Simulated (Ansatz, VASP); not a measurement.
## GaO2: VASP beside Ansatz

```
Ga O
1.0
     1.49531    0.86332    5.44626
    -1.49531    0.86332    5.44626
     0.00000   -1.72664    5.44626
Ga O
1 2
Direct
  0.00001 0.00001 0.00001
  0.26819 0.26819 0.26819
  0.39850 0.39850 0.39850
```

Alike in both runs: functional PBE; k mesh 12 × 12 × 12; occupations gaussian, width 0.02 eV; collinear spin.

Ansatz relaxed the structure, and its values are those at the end. VASP's run is a single point on that final structure, the one shown.

|  | VASP | Ansatz |
| --- | --- | --- |
| version | VASP 6.6.1 | Ansatz 0.2.0 |
| potentials or method | VASP PAW PBE potentials, release 64 (Ga_d, O), cutoff 520 eV | scalar-relativistic, plane waves, PAW |
| valence electrons in the cell | 25 | 25 |

Ansatz gave:

- gap on the k mesh at the Fermi level (eV): 0.57
- least direct gap on the mesh (eV): 0.57
- pressure (GPa): 0.0
- rms of the force components (eV/Å): 0.000
- net moment per atom (μB): 0.33
- size of the moment on the site where the two differ most (μB): 0.01

Task: Estimate VASP's values.

Result: gap on the k mesh at the Fermi level (eV): 0.58; least direct gap on the mesh (eV): 0.58; pressure (GPa): 0.6; rms of the force components (eV/Å): 0.037; net moment per atom (μB): 0.33; size of the moment on the site where the two differ most (μB): 0.04.

Site moments also hang on the region over which each program counts them.
